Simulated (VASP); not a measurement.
Set up this calculation in VASP 6.6.1, as the native input.

* Task: single point
* Functional: PBE
* Potentials or basis: VASP PAW PBE potentials, release 64 (Ir)
* Cutoff: 520 eV
* k mesh: 22 × 22 × 22
* Occupations: gaussian, width 0.15 eV
* Spin: no spin polarisation
* Dipole correction: no
* Further INCAR settings: ALGO = Normal; EDIFF = 1e-07; NBANDS = 10

The structure of Ir lies in POSCAR:

```
Ir
1.0
    0.0000000000      2.0156850000      1.9676925000
    2.0156850000      0.0000000000      1.9676925000
    2.0156850000      2.0156850000      0.0000000000
Ir
1
Direct
    0.0000000000      0.0000000000      0.0000000000
```

This cell differs from its parent crystal: strain +0.050 along x and y, +0.025 along z.

One way to write it, as run:

INCAR

```
ALGO     = Normal         # electronic algorithm
EDIFF    = 1E-7           # SCF threshold, eV
ENCUT    = 520            # plane-wave cutoff, eV
GGA      = PE             # functional
ISIF     = 2              # what is computed and relaxed
ISMEAR   = 0              # smearing method
LASPH    = True           # aspherical terms in the spheres
LCHARG   = False          # write CHGCAR
LREAL    = False          # projectors in reciprocal space
LWAVE    = False          # write WAVECAR
NBANDS   = 10             # bands
NELM     = 80             # most SCF steps
PREC     = Accurate       # precision mode
SIGMA    = 0.15           # smearing width, eV
```

KPOINTS

```
k-points
0
Gamma
  22 22 22
```

Potentials or basis: VASP PAW PBE potentials, release 64 (Ir).

The run is started by

```bash
$ cat potpaw_PBE.64/Ir/POTCAR > POTCAR
$ mpirun -np 1 vasp_std > vasp.out
```

Results of the run:

```yaml
Pressure: -26.0 GPa
```

Caveat: the cell differs from its parent crystal (strain +0.050 along x and y, +0.025 along z).

It took 110 s on 1 thread of AMD EPYC 7R13 Processor (Zen 3), on a shared host, peak memory 0.23 GiB.
